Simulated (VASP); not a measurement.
## TiAl3: single point with PBE

TiAl3:

```xyz
4
Lattice="3.9405 0.0000 0.0000 0.0000 3.9405 0.0000 0.0000 0.0000 6.3866" Properties=species:S:1:pos:R:3 pbc="T T T"
Ti    1.9703    1.9703    6.3293
Al    1.9703    0.0000    1.7426
Al    0.0000    1.9703    1.7426
Al    1.9703    1.9703    3.5891
```

- Program: VASP 6.6.1
- Task: single point
- Functional: PBE
- Potentials or basis: VASP PAW PBE potentials, release 64 (Ti_sv, Al)
- Cutoff: 520 eV
- k mesh: 12 × 12 × 8
- Occupations: gaussian, width 0.1 eV
- Spin: no spin polarisation
- Dipole correction: no
- Further INCAR settings: ALGO = Fast; EDIFF = 1e-06; NBANDS = 18

```json
{
 "Pressure": "0.0 GPa",
 "Largest force": "0.011 eV/Å"
}
```

Forces in eV/Å, atoms in the order of the input:
```
Ti   0.000  0.000 -0.011
Al   0.000  0.000  0.006
Al   0.000  0.000  0.006
Al   0.000  0.000  0.000
```

Levels at points of the mesh, in eV from the Fermi level:
| k point | band 7 | band 8 | band 9 | band 10 | band 11 | band 12 | band 13 | band 14 |
| --- | --- | --- | --- | --- | --- | --- | --- | --- |
| (0.00, 0.00, 0.00) | -2.56 | -1.08 | -1.00 | -1.00 | -0.02 | 1.06 | 1.06 | 1.11 |
| (0.50, 0.00, 0.00) | -2.56 | -1.63 | -1.28 | -0.24 | 0.19 | 0.38 | 0.42 | 1.47 |
| (0.50, 0.50, 0.00) | -4.35 | -2.87 | -0.94 | -0.94 | -0.85 | 0.53 | 0.72 | 1.21 |
| (0.00, 0.00, 0.50) | -1.25 | -1.12 | -1.12 | -1.03 | 0.98 | 1.11 | 1.69 | 1.69 |
| (0.50, 0.00, 0.50) | -3.68 | -1.83 | -0.79 | -0.39 | 0.28 | 0.44 | 1.26 | 2.30 |
| (0.50, 0.50, 0.50) | -4.36 | -2.80 | -2.21 | -0.72 | -0.72 | 0.22 | 0.78 | 0.78 |

It took 4.1 min on 1 thread of Intel(R) Xeon(R) 6975P-C (Granite Rapids) (shared host), peak memory 0.36 GiB.
